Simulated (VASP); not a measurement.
Si16N (a cell with a defect), 17 atoms in the cell. The cell holds a defect, 17 atoms: a = 7.679 Å, b = 7.679 Å, c = 7.679 Å, α = 60.00°, β = 60.00°, γ = 60.00°. 

| Quantity | Value |
| --- | --- |
| Program | VASP 6.6.1 |
| Task | single point |
| Functional | PBEsol |
| Potentials or basis | VASP PAW PBE potentials, release 64 (Si, N) |
| Cutoff | 520 eV |
| k mesh | 2 × 2 × 2 |
| Occupations | gaussian, width 0.02 eV |
| Spin | collinear spin, zero start |
| Starting moments | [0.0, 0.0, 0.0, 0.0, 0.0, 0.0, 0.0, 0.0, 0.0, 0.0, 0.0, 0.0, 0.0, 0.0, 0.0, 0.0, 0.0] μB |
| Dipole correction | no |
| Further INCAR settings | LREAL = Auto; ALGO = Normal; EDIFF = 1e-06; NBANDS = 52 |

Potentials or basis: VASP PAW PBE potentials, release 64 (Si, N).

Command:

```bash
$ cat potpaw_PBE.64/Si/POTCAR potpaw_PBE.64/N/POTCAR > POTCAR
$ mpirun -np 1 vasp_std > vasp.out
```

Hardware: 1 thread of Intel Xeon 8259CL, with other jobs on the host.

**Question.** Estimate the wall time of this run.

**Answer.** Run time: 33 min on 1 thread of Intel Xeon 8259CL (shared host), peak memory 0.72 GiB. Counts: scf iterations 26, k points 8.
